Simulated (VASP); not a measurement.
# Cl (Fd-3m) in VASP: single point with PBEsol

Aim: the single point of Cl with PBEsol.

Everything below comes from runs of VASP 6.6.1. Logs are shortened: lines on timing, memory, paths and dates and some standing lists are left out, and cuts for length are marked.

**1. The cell of the first run**

Symmetry: Fd-3m, No. 227, cubic system. The conventional cell has a = 6.338 Å, b = 6.338 Å, c = 6.338 Å, α = 90.00°, β = 90.00°, γ = 90.00°. Cl (site symmetry -43m) has 4 Cl at 2.74 Å within 3.6 Å.

**2. Single point, PBEsol**

INCAR

```
SYSTEM = Cl
ALGO = Normal
EDIFF = 1E-7
ENCUT = 520
GGA = PS
ISIF = 2
ISMEAR = -1
LASPH = .TRUE.
LCHARG = .TRUE.
LELF = .TRUE.
LREAL = .FALSE.
LVHAR = .TRUE.
LWAVE = .FALSE.
NBANDS = 14
NELM = 80
PREC = Accurate
SIGMA = 0.13605693000000002
```

KPOINTS

```
k-points
0
G
  8 8 8
  0 0 0
```

POSCAR

```
Cl
1.0
    0.0000000000      3.1691700734      3.1691700734
    3.1691700734      0.0000000000      3.1691700734
    3.1691700734      3.1691700734      0.0000000000
Cl
2
Direct
    0.0000000000      0.0000000000      0.0000000000
    0.2500000000      0.2500000000      0.2500000000
```

Potentials or basis: VASP PAW PBE potentials, release 64 (Cl).

Launch:

```sh
cat potpaw_PBE.64/Cl/POTCAR > POTCAR
mpirun -np 1 vasp_std > vasp.out
```

OUTCAR:

```text
SYSTEM = Cl
   EDIFF = 1E-7
   ENCUT = 520
   GGA = PS
   ISIF = 2
   ISMEAR = -1
   LASPH = .TRUE.
   LREAL = .FALSE.
   NELM = 80
   PREC = Accurate

 ion  position               nearest neighbor table
   1  0.000  0.000  0.000-
   2  0.250  0.250  0.250-

  LATTYP: Found a face centered cubic cell.
 ALAT       =     6.3383401468

  Lattice vectors:

 A1 = (   0.0000000000,   3.1691700734,   3.1691700734)
 A2 = (   3.1691700734,   0.0000000000,   3.1691700734)
 A3 = (   3.1691700734,   3.1691700734,   0.0000000000)

Analysis of symmetry for initial positions (statically):
=====================================================================
 Subroutine PRICEL returns:
 Original cell was already a primitive cell.

 Routine SETGRP: Setting up the symmetry group for a
 face centered cubic supercell.

 Subroutine GETGRP returns: Found 48 space group operations
 (whereof 24 operations were pure point group operations)
 out of a pool of 48 trial point group operations.

The static configuration has the point symmetry T_d .
 The point group associated with its full space group is O_h .

Analysis of symmetry for dynamics (positions and initial velocities):
=====================================================================
 Subroutine PRICEL returns:
 Original cell was already a primitive cell.

 Routine SETGRP: Setting up the symmetry group for a
 face centered cubic supercell.

 Subroutine GETGRP returns: Found 48 space group operations
 (whereof 24 operations were pure point group operations)
 out of a pool of 48 trial point group operations.

The dynamic configuration has the point symmetry T_d .
 The point group associated with its full space group is O_h .

 Subroutine INISYM returns: Found 48 space group operations
 (whereof 24 operations are pure point group operations),
 and found     1 'primitive' translations

----------------------------------------------------------------------------------------

                                     Primitive cell

  volume of cell :      63.6600

  direct lattice vectors                    reciprocal lattice vectors
     0.000000000  3.169170073  3.169170073    -0.157770012  0.157770012  0.157770012
     3.169170073  0.000000000  3.169170073     0.157770012 -0.157770012  0.157770012
     3.169170073  3.169170073  0.000000000     0.157770012  0.157770012 -0.157770012

  length of vectors
     4.481883299  4.481883299  4.481883299     0.273265676  0.273265676  0.273265676

  position of ions in fractional coordinates (direct lattice)
     0.000000000  0.000000000  0.000000000
     0.250000000  0.250000000  0.250000000

  ion indices of the primitive-cell ions
   primitive index   ion index
                 1           1
                 2           2

----------------------------------------------------------------------------------------

 KPOINTS: k-points

Automatic generation of k-mesh.
 Grid dimensions read from file:
 generate k-points for:    8    8    8

 Generating k-lattice:

  Cartesian coordinates                     Fractional coordinates (reciprocal lattice)
    -0.019721251  0.019721251  0.019721251     0.125000000  0.000000000  0.000000000
     0.019721251 -0.019721251  0.019721251     0.000000000  0.125000000  0.000000000
     0.019721251  0.019721251 -0.019721251     0.000000000  0.000000000  0.125000000

  Length of vectors
     0.034158210  0.034158210  0.034158210

  Shift w.r.t. Gamma in fractional coordinates (k-lattice)
     0.000000000  0.000000000  0.000000000

 Subroutine IBZKPT returns following result:
 ===========================================

 Found     29 irreducible k-points:

 Following reciprocal coordinates:
            Coordinates               Weight
  0.000000  0.000000  0.000000      1.000000
  0.125000  0.000000  0.000000      8.000000
  0.250000  0.000000  0.000000      8.000000
  0.375000  0.000000  0.000000      8.000000
  0.500000  0.000000  0.000000      4.000000
  0.125000  0.125000  0.000000      6.000000
[... 16 lines left out ...]
  0.500000  0.250000  0.125000     48.000000
 -0.375000  0.250000  0.125000     24.000000
 [... further k-points ...]
   k-points           NKPTS =     29   k-points in BZ     NKDIM =     29   number of bands    NBANDS=     14
   number of dos      NEDOS =    301   number of ions     NIONS =      2
   total plane-waves  NPLWV =  46656
   dimension x,y,z NGX =    36 NGY =   36 NGZ =   36
   dimension x,y,z NGXF=    72 NGYF=   72 NGZF=   72
   ions per type =               2
   NGX,Y,Z   is equivalent  to a cutoff of  13.35, 13.35, 13.35 a.u.
   NGXF,Y,Z  is equivalent  to a cutoff of  26.71, 26.71, 26.71 a.u.
 SYSTEM =  Cl
   PREC   = accura    normal or accurate (medium, high low for compatibility)
   ISTART =      0    job   : 0-new  1-cont  2-samecut
   ICHARG =      2    charge: 1-file 2-atom 10-const
   ISPIN  =      1    spin polarized calculation?
   LNONCOLLINEAR =      F non collinear calculations
   LSORBIT =      F    spin-orbit coupling
   LASPH  =      T    aspherical Exc in radial PAW
   ENCUT  =  520.0 eV  38.22 Ry    6.18 a.u.   8.33  8.33  8.33*2*pi/ulx,y,z
   NELM   =     80;   NELMIN=  2; NELMDL= -5     # of ELM steps
   EDIFF  = 0.1E-06   stopping-criterion for ELM
   LREAL  =      F    real-space projection
   EDIFFG = 0.1E-05   stopping-criterion for IOM
   NSW    =      0    number of steps for IOM
   IBRION =     -1    ionic relax: 0-MD 1-quasi-New 2-CG
   NFREE  =      0    steps in history (QN), initial steepest desc. (CG)
   ISIF   =      2    stress and relaxation
   ISYM   =      2    0-nonsym 1-usesym 2-fastsym
   POTIM  = 0.5000    time-step for ionic-motion
   TEBEG  =    0.0;   TEEND  =   0.0 temperature during run
   PSTRESS=    0.0 pullay stress
   NELECT =      14.0000    total number of electrons
   NUPDOWN=      -1.0000    fix difference up-down
   EMIN   =  10.00;   EMAX   =-10.00  energy-range for DOS
   EFERMI =   0.00;   METHOD = LEGACY
   ISMEAR =    -1;   SIGMA  =   0.14  broadening in eV -4-tet -1-fermi 0-gaus
   EFERMI_NEDOS =   21; number of points for ismear=-14 and -15
   IALGO  =     38    algorithm
   IMIX   =      4    mixing-type and parameters
     AMIX     =   0.40;   BMIX     =  1.00
     AMIX_MAG =   1.60;   BMIX_MAG =  1.00
  volume/ion in A,a.u.               =      31.83       214.80
  Fermi-wavevector in a.u.,A,eV,Ry     =   0.988163  1.867357 13.285631  0.976466
  Thomas-Fermi vector in A             =   2.119670
   LORBIT       =      0    0 simple, 1 ext, 2 COOP (PROOUT), +10 PAW based schemes
   GGA     = PS    functional components
   LHFCALC =     F    Hartree Fock is set to
   AEXX    =    0.0000 exact exchange contribution
   IVDW    =     0    specifies the selected vdW correction
   LEPSILON=     F    determine dielectric tensor
   LRPA    =     F    only Hartree local field effects (RPA)
 non-spin polarized calculation
  energy-cutoff  :      520.00
  volume of cell :       63.66
 maximum number of plane-waves:      1732
 NGX is ok and might be reduce to    36
   NGX = 17   NGY = 17   NGZ = 17

 number of electron      13.9999999 magnetization

 Free energy of the ion-electron system (eV)
  ---------------------------------------------------
  ext. energy  EPLUGINS =         0.00000000
  ---------------------------------------------------
  free energy    TOTEN  =        -2.45140100 eV

  energy without entropy =       -2.20803370  energy(sigma->0) =       -2.32971735

 E-fermi :  -0.8405     XC(G=0):  -7.4150

 val. band max:       -0.9064419576   @ k =  -0.3750   0.2500   0.1250
 cond. band min:      -0.8397565408   @ k =   0.3750   0.2500   0.0000
 fundamental gap:      0.0666854167
 Fermi energy:        -0.8405144896

 k-point     1 :       0.0000    0.0000    0.0000
  band No.  band energies     occupation
      1     -16.2070      2.00000
      2     -13.4596      2.00000
      3      -3.7795      2.00000
      4      -3.7795      2.00000
      5      -3.7795      2.00000
      6      -1.7791      1.99798
      7      -1.7791      1.99798
      8      -1.7791      1.99798
      9       5.4660      0.00000
     10       9.5292      0.00000
     11       9.5292      0.00000
     12      11.2067      0.00000
     13      11.2067      0.00000
     14      11.2067      0.00000

 k-point     2 :       0.1250    0.0000    0.0000
  band No.  band energies     occupation
      1     -16.1420      2.00000
      2     -13.5588      2.00000
      3      -3.8592      2.00000
      4      -3.8592      2.00000
      5      -3.8449      2.00000
      6      -1.6974      1.99633
      7      -1.6735      1.99562
      8      -1.6735      1.99562
      9       5.7902      0.00000
     10       9.2521      0.00000
     11       9.2521      0.00000
     12      10.9701      0.00000
     13      11.8322      0.00000
     14      11.8322      0.00000

 k-point     3 :       0.2500    0.0000    0.0000
  band No.  band energies     occupation
      1     -15.9628      2.00000
      2     -13.8184      2.00000
      3      -4.0245      2.00000
      4      -4.0245      2.00000
      5      -4.0228      2.00000
      6      -1.4479      1.97724
      7      -1.4479      1.97724
      8      -1.4368      1.97532
      9       6.5443      0.00000
     10       9.0218      0.00000
     11       9.0218      0.00000
     12      10.4389      0.00000
     13      11.8246      0.00000
     14      12.4639      0.00000
[... 324 lines left out ...]
 k-point    23 :       0.5000    0.2500    0.1250
  band No.  band energies     occupation
      1     -15.5653      2.00000
      2     -14.3319      2.00000
      3      -4.7311      2.00000
      4      -4.3625      2.00000
      5      -3.3989      2.00000
      6      -1.8475      1.99878
      7      -0.9640      1.42497
      8      -0.7175      0.57642
      9       7.3224      0.00000
     10       7.8474      0.00000
     11       9.6241      0.00000
     12      10.5174      0.00000
     13      12.0015      0.00000
     14      12.5659      0.00000

 k-point    24 :      -0.3750    0.2500    0.1250
  band No.  band energies     occupation
      1     -15.4282      2.00000
      2     -14.4931      2.00000
      3      -4.8198      2.00000
      4      -4.4170      2.00000
      5      -3.3769      2.00000
      6      -1.7685      1.99782
      7      -0.9064      1.23765
      8      -0.6331      0.35752
      9       7.3081      0.00000
     10       7.8993      0.00000
     11       9.5800      0.00000
     12      10.3649      0.00000
     13      11.8271      0.00000
     14      12.9104      0.00000

 [... further k-points ...]
[... 5 lines left out ...]
  --------------------------------------------------------------------------------------
  -------------------------------------------------------------------------------------
  Total       -0.0202176     -0.0202176     -0.0202176      0.0000000      0.0000000      0.0000000
  in kB       -0.5088305     -0.5088305     -0.5088305      0.0000000      0.0000000      0.0000000
  external PRESSURE =      -0.5088305 kB  Pullay stress =       0.0000000 kB

 VOLUME and BASIS-vectors are now :
 -----------------------------------------------------------------------------
  energy-cutoff  :      520.00
  volume of cell :       63.66
      direct lattice vectors                 reciprocal lattice vectors
     0.000000000  3.169170073  3.169170073    -0.157770012  0.157770012  0.157770012
     3.169170073  0.000000000  3.169170073     0.157770012 -0.157770012  0.157770012
     3.169170073  3.169170073  0.000000000     0.157770012  0.157770012 -0.157770012

 POSITION                                       TOTAL-FORCE (eV/Angst)
 -----------------------------------------------------------------------------------
      0.00000      0.00000      0.00000         0.000000      0.000000     -0.000000
      1.58459      1.58459      1.58459        -0.000000     -0.000000      0.000000
 -----------------------------------------------------------------------------------
    total drift:                                0.000000      0.000000      0.000000

  FREE ENERGIE OF THE ION-ELECTRON SYSTEM (eV)
  ---------------------------------------------------
  free  energy   TOTEN  =        -2.4514010045 eV

  energy  without entropy=       -2.2080336955  energy(sigma->0) =       -2.32971735
```

Wall time 52 s (1 thread of AMD EPYC 7R43 (Zen 3), shared host); peak memory 0.16 GiB.

What came out:

| Item | Value |
| --- | --- |
| Free energy | -2.4514 eV |
| Pressure | -0.1 GPa |
| Band gap on the k mesh | zero (band 7 reaches -0.44 eV, above the bottom of band 8 at -1.78 eV) |

Caveat: the PAW data sets were made with another functional, which shifts forces and pressure a little.
